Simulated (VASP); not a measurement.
# Sn3Se (Fm-3m) in VASP: notebook

Runs on Sn3Se. Level: PBEsol. Tasks: single point, relaxation of cell and atoms.

Program: VASP 6.6.1. These are calculated values, not measurements. Logs are shortened: lines on timing, memory, paths and dates and some standing lists are left out, and cuts for length are marked.

### Step 1. The cell of the first run

Symmetry: Fm-3m, No. 225, cubic system. The conventional cell has a = 7.311 Å, b = 7.311 Å, c = 7.311 Å, α = 90.00°, β = 90.00°, γ = 90.00°. Within 4.2 Å of Sn (site symmetry m-3m) lie 8 Sn at 3.17 Å and 6 Se at 3.66 Å. Sn (site symmetry -43m) has 10 Sn at 3.17 to 3.66 Å and 4 Se at 3.17 Å within 4.2 Å. Se (site symmetry m-3m) has 14 Sn at 3.17 to 3.66 Å within 4.2 Å.

### Step 2. Single point, PBEsol

INCAR

```
PREC = Accurate
ENCUT = 520
EDIFF = 1E-6
ISMEAR = -1
SIGMA = 0.05
LREAL = F
LASPH = T
NELM = 80
ALGO = Normal
ISIF = 2
LWAVE = F
LCHARG = F
GGA = PS
NBANDS = 32
```

KPOINTS

```
Automatic mesh
0
Gamma
  6 6 6
```

POSCAR

```
Sn3Se
1.0
    0.0000000000      3.6557210824      3.6557210824
    3.6557210824      0.0000000000      3.6557210824
    3.6557210824      3.6557210824      0.0000000000
Sn Se
3 1
Direct
    0.5000000000      0.5000000000      0.5000000000
    0.7500000000      0.7500000000      0.7500000000
    0.2500000000      0.2500000000      0.2500000000
    0.0000000000      0.0000000000      0.0000000000
```

Potentials or basis: VASP PAW PBE potentials, release 64 (Sn_d, Se).

Command:

```sh
$ cat potpaw_PBE.64/Sn_d/POTCAR potpaw_PBE.64/Se/POTCAR > POTCAR
$ mpirun -np 1 vasp_std > vasp.out
```

OUTCAR:

```text
PREC = Accurate
   ENCUT = 520
   EDIFF = 1E-6
   ISMEAR = -1
   LREAL = F
   LASPH = T
   NELM = 80
   ISIF = 2
   GGA = PS

 ion  position               nearest neighbor table
   1  0.500  0.500  0.500-   2 3.17   3 3.17   3 3.17   3 3.17   3 3.17   2 3.17   2 3.17   2 3.17

   2  0.750  0.750  0.750-   1 3.17   4 3.17   1 3.17   1 3.17   1 3.17   4 3.17   4 3.17   4 3.17
                             3 3.66   3 3.66   3 3.66   3 3.66   3 3.66   3 3.66
   3  0.250  0.250  0.250-   1 3.17   4 3.17   4 3.17   4 3.17   4 3.17   1 3.17   1 3.17   1 3.17
                             2 3.66   2 3.66   2 3.66   2 3.66   2 3.66   2 3.66
   4  0.000  0.000  0.000-   2 3.17   3 3.17   2 3.17   2 3.17   2 3.17   3 3.17   3 3.17   3 3.17

  LATTYP: Found a face centered cubic cell.
 ALAT       =     7.3114421648

  Lattice vectors:

 A1 = (   0.0000000000,   3.6557210824,   3.6557210824)
 A2 = (   3.6557210824,   0.0000000000,   3.6557210824)
 A3 = (   3.6557210824,   3.6557210824,   0.0000000000)

Analysis of symmetry for initial positions (statically):
=====================================================================
 Subroutine PRICEL returns:
 Original cell was already a primitive cell.

 Routine SETGRP: Setting up the symmetry group for a
 face centered cubic supercell.

 Subroutine GETGRP returns: Found 48 space group operations
 (whereof 48 operations were pure point group operations)
 out of a pool of 48 trial point group operations.

The static configuration has the point symmetry O_h .

Analysis of symmetry for dynamics (positions and initial velocities):
=====================================================================
 Subroutine PRICEL returns:
 Original cell was already a primitive cell.

 Routine SETGRP: Setting up the symmetry group for a
 face centered cubic supercell.

 Subroutine GETGRP returns: Found 48 space group operations
 (whereof 48 operations were pure point group operations)
 out of a pool of 48 trial point group operations.

The dynamic configuration has the point symmetry O_h .

 Subroutine INISYM returns: Found 48 space group operations
 (whereof 48 operations are pure point group operations),
 and found     1 'primitive' translations

----------------------------------------------------------------------------------------

                                     Primitive cell

  volume of cell :      97.7123

  direct lattice vectors                    reciprocal lattice vectors
     0.000000000  3.655721082  3.655721082    -0.136771922  0.136771922  0.136771922
[... 81 lines left out ...]
   EDIFF  = 0.1E-05   stopping-criterion for ELM
   LREAL  =      F    real-space projection
   EDIFFG = 0.1E-04   stopping-criterion for IOM
   NSW    =      0    number of steps for IOM
   IBRION =     -1    ionic relax: 0-MD 1-quasi-New 2-CG
   NFREE  =      0    steps in history (QN), initial steepest desc. (CG)
   ISIF   =      2    stress and relaxation
   ISYM   =      2    0-nonsym 1-usesym 2-fastsym
   POTIM  = 0.5000    time-step for ionic-motion
   TEBEG  =    0.0;   TEEND  =   0.0 temperature during run
   PSTRESS=    0.0 pullay stress
   NELECT =      48.0000    total number of electrons
   NUPDOWN=      -1.0000    fix difference up-down
   EMIN   =  10.00;   EMAX   =-10.00  energy-range for DOS
   EFERMI =   0.00;   METHOD = LEGACY
   ISMEAR =    -1;   SIGMA  =   0.05  broadening in eV -4-tet -1-fermi 0-gaus
   EFERMI_NEDOS =   21; number of points for ismear=-14 and -15
   IALGO  =     38    algorithm
   IMIX   =      4    mixing-type and parameters
     AMIX     =   0.40;   BMIX     =  1.00
     AMIX_MAG =   1.60;   BMIX_MAG =  1.00
  volume/ion in A,a.u.               =      24.43       164.85
  Fermi-wavevector in a.u.,A,eV,Ry     =   1.291731  2.441018 22.702271  1.668570
  Thomas-Fermi vector in A             =   2.423483
   LORBIT       =      0    0 simple, 1 ext, 2 COOP (PROOUT), +10 PAW based schemes
   GGA     = PS    functional components
   LHFCALC =     F    Hartree Fock is set to
   AEXX    =    0.0000 exact exchange contribution
   IVDW    =     0    specifies the selected vdW correction
   LEPSILON=     F    determine dielectric tensor
   LRPA    =     F    only Hartree local field effects (RPA)
 non-spin polarized calculation
  energy-cutoff  :      520.00
  volume of cell :       97.71
 maximum number of plane-waves:      2685
 NGX is ok and might be reduce to    40
   NGX = 19   NGY = 19   NGZ = 19

 number of electron      47.9999979 magnetization

 Free energy of the ion-electron system (eV)
  ---------------------------------------------------
  ext. energy  EPLUGINS =         0.00000000
  ---------------------------------------------------
  free energy    TOTEN  =       -16.64979647 eV

  energy without entropy =      -16.62130080  energy(sigma->0) =      -16.63554864

 E-fermi :   7.8194     XC(G=0): -10.7296

 val. band max:        7.7936369125   @ k =  -0.3333   0.3333   0.1667
 cond. band min:       7.8426290362   @ k =   0.5000   0.3333   0.1667
 fundamental gap:      0.0489921237
 Fermi energy:         7.8193565894

 k-point     1 :       0.0000    0.0000    0.0000
  band No.  band energies     occupation
      1     -13.7063      2.00000
      2     -13.7063      2.00000
      3     -13.6658      2.00000
      4     -13.6658      2.00000
      5     -13.6658      2.00000
      6     -13.6520      2.00000
[... 549 lines left out ...]
     31      12.9686      0.00000
     32      15.1851      0.00000

------------------------ aborting loop because EDIFF is reached ----------------------------------------

  FORCE on cell =-STRESS in cart. coord.  units (eV):
  Direction    XX          YY          ZZ          XY          YZ          ZX
  --------------------------------------------------------------------------------------
  -------------------------------------------------------------------------------------
  Total       -0.0094284     -0.0094284     -0.0094284     -0.0000000     -0.0000000      0.0000000
  in kB       -0.1545969     -0.1545969     -0.1545969     -0.0000000     -0.0000000      0.0000000
  external PRESSURE =      -0.1545969 kB  Pullay stress =       0.0000000 kB

 VOLUME and BASIS-vectors are now :
 -----------------------------------------------------------------------------
  energy-cutoff  :      520.00
  volume of cell :       97.71
      direct lattice vectors                 reciprocal lattice vectors
     0.000000000  3.655721082  3.655721082    -0.136771922  0.136771922  0.136771922
     3.655721082  0.000000000  3.655721082     0.136771922 -0.136771922  0.136771922
     3.655721082  3.655721082  0.000000000     0.136771922  0.136771922 -0.136771922

 POSITION                                       TOTAL-FORCE (eV/Angst)
 -----------------------------------------------------------------------------------
      3.65572      3.65572      3.65572        -0.000000      0.000000      0.000000
      5.48358      5.48358      5.48358        -0.000000     -0.000000     -0.000000
      1.82786      1.82786      1.82786         0.000000      0.000000      0.000000
      0.00000      0.00000      0.00000        -0.000000      0.000000      0.000000
 -----------------------------------------------------------------------------------
    total drift:                               -0.000000     -0.000000      0.000000

  FREE ENERGIE OF THE ION-ELECTRON SYSTEM (eV)
  ---------------------------------------------------
  free  energy   TOTEN  =       -16.6497964743 eV

  energy  without entropy=      -16.6213008026  energy(sigma->0) =      -16.63554864
```

OSZICAR:

```text
N       E                     dE             d eps       ncg     rms          rms(c)
DAV:   1     0.452592913266E+03    0.45259E+03   -0.23868E+04  1056   0.226E+03
DAV:   2     0.436844587904E+02   -0.40891E+03   -0.39549E+03  1024   0.562E+02
DAV:   3    -0.141835920604E+02   -0.57868E+02   -0.56198E+02  1264   0.176E+02
DAV:   4    -0.167569722142E+02   -0.25734E+01   -0.25672E+01  1120   0.398E+01
DAV:   5    -0.168333564160E+02   -0.76384E-01   -0.76381E-01  1344   0.718E+00    0.377E+00
DAV:   6    -0.166626399835E+02    0.17072E+00   -0.26251E-01  1368   0.797E+00    0.224E+00
DAV:   7    -0.166530766594E+02    0.95633E-02   -0.11536E-01  1200   0.297E+00    0.101E+00
DAV:   8    -0.166501879672E+02    0.28887E-02   -0.16350E-02  1232   0.985E-01    0.200E-01
DAV:   9    -0.166498168992E+02    0.37107E-03   -0.11598E-03  1312   0.259E-01    0.557E-02
DAV:  10    -0.166497966802E+02    0.20219E-04   -0.28205E-04  1224   0.216E-01    0.217E-02
DAV:  11    -0.166497972585E+02   -0.57828E-06   -0.36154E-05  1352   0.630E-02    0.996E-03
DAV:  12    -0.166497961720E+02    0.10865E-05   -0.51434E-06  1208   0.234E-02    0.246E-03
DAV:  13    -0.166497964743E+02   -0.30222E-06   -0.11445E-06   600   0.172E-02
   1 F= -.16649796E+02 E0= -.16635549E+02  d E =-.284957E-01
```

Wall time 28 s (1 thread of Intel Xeon 6975P-C (Granite Rapids), shared host); peak memory 0.25 GiB.

Results:

| Property | Result |
| --- | --- |
| Free energy | -16.6498 eV |
| Pressure | 0.0 GPa |
| Band gap on the k mesh | zero (band 24 reaches 8.50 eV, above the bottom of band 25 at 6.33 eV) |

Caveat: the PAW data sets were made with another functional, which shifts forces and pressure a little; spin-orbit coupling is left out, which moves the levels of the heavy elements.

### Step 3. Relaxation of cell and atoms, PBEsol

This run uses another cell than the first one, of 26.01 Å³/atom, 1.065 times its volume.

INCAR

```
SYSTEM = Sn3Se
PREC = Accurate ; ENCUT = 600
EDIFF = 1E-7 ; ISMEAR = -1
SIGMA = 0.05 ; LREAL = .FALSE.
LASPH = .TRUE. ; NELM = 100
ALGO = Normal ; ISIF = 3
LWAVE = .FALSE. ; LCHARG = .FALSE.
GGA = PS ; IBRION = 2
NSW = 60 ; EDIFFG = -0.01
```

KPOINTS

```
regular mesh
0
G
  6 6 6
  0 0 0
```

POSCAR

```
Sn3Se
1.0
    0.0000000000      3.7331380000      3.7331380000
    3.7331380000      0.0000000000      3.7331380000
    3.7331380000      3.7331380000      0.0000000000
Sn Se
3 1
Direct
    0.5000000000      0.5000000000      0.5000000000
    0.7500000000      0.7500000000      0.7500000000
    0.2500000000      0.2500000000      0.2500000000
    0.0000000000      0.0000000000      0.0000000000
```

Potentials or basis: VASP PAW PBE potentials, release 64 (Sn_d, Se).

Command:

```sh
$ cat potpaw_PBE.64/Sn_d/POTCAR potpaw_PBE.64/Se/POTCAR > POTCAR
$ mpirun -np 1 vasp_std > vasp.out
```

Run time: 81 s. Hardware: 1 thread of Intel Xeon 6975P-C (Granite Rapids), shared host; peak memory 0.29 GiB.

The run converged. Its results:

- Free energy: -16.6512 eV
- Relaxed volume: 24.44 Å³/atom
- Relaxed cell: a = 5.171 Å, b = 5.171 Å, c = 5.171 Å, α = 60.00°, β = 60.00°, γ = 60.00°
- Space group after relaxing (to 0.05 Å): Fm-3m (No. 225)
- Energy gained by relaxing: 16.6 meV/atom
- Ionic steps: 3
- Pressure after relaxing: 0.0 GPa

The path:
```csv
step,energy change (eV),largest force (eV/Å),pressure (GPa),volume (Å³)
1,0.0000,0.0000,-3.17,104.05
2,-0.0631,0.0000,0.79,96.49
3,-0.0662,0.0000,0.01,97.75
```

Final structure:
```xyz
4
Lattice="0.0000 3.6561 3.6561 3.6561 0.0000 3.6561 3.6561 3.6561 0.0000" Properties=species:S:1:pos:R:3 pbc="T T T"
Sn    3.6561    3.6561    3.6561
Sn    5.4842    5.4842    5.4842
Sn    1.8281    1.8281    1.8281
Se    0.0000    0.0000    0.0000
```

Levels at points of the mesh, in eV from the Fermi level:
```csv
k point,band 21,band 22,band 23,band 24,band 25,band 26,band 27,band 28
"(0.00, 0.00, 0.00)",-3.08,-2.57,-1.49,-1.49,-1.49,-0.63,-0.63,-0.63
"(0.50, 0.00, 0.00)",-3.62,-2.37,-2.37,-0.79,0.47,2.19,2.19,3.55
"(0.50, 0.50, 0.00)",-5.18,-0.23,0.51,0.51,1.14,2.84,2.84,3.54
```

Caveat: the bands computed are all filled at some k points, so no gap is given; the PAW data sets were made with another functional, which shifts forces and pressure a little; spin-orbit coupling is left out, which moves the levels of the heavy elements.

(Continued in part 2 of 2.)
